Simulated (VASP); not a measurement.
The system is LiCl.

```
CELL_PARAMETERS angstrom
3.89374 0.00000 0.00000
-1.94687 3.37208 0.00000
0.00000 0.00000 6.22588
ATOMIC_POSITIONS crystal
Li 0.66667 0.33333 0.87808
Li 0.33333 0.66667 0.37808
Cl 0.66667 0.33333 0.49692
Cl 0.33333 0.66667 0.99692
```

Base run:

- Program: VASP 6.6.1
- Functional: r2SCAN
- Potentials or basis: VASP PAW PBE potentials, release 64 (Li_sv, Cl)
- Cutoff: 520 eV
- k mesh: 6 × 6 × 4
- Occupations: gaussian, width 0.01 eV
- Spin: no spin polarisation

Its results: band gap on the k mesh 6.74 eV, direct.

**Question.** The run is repeated on the same cell with these changes: functional from r2SCAN to PBE. What comes out?

**Answer.** Band gap on the k mesh 6.03 eV, direct.

r2SCAN gives the wider gap, since meta-GGAs in the generalised Kohn-Sham scheme recover part of the derivative discontinuity.

A k mesh can miss the band edges.
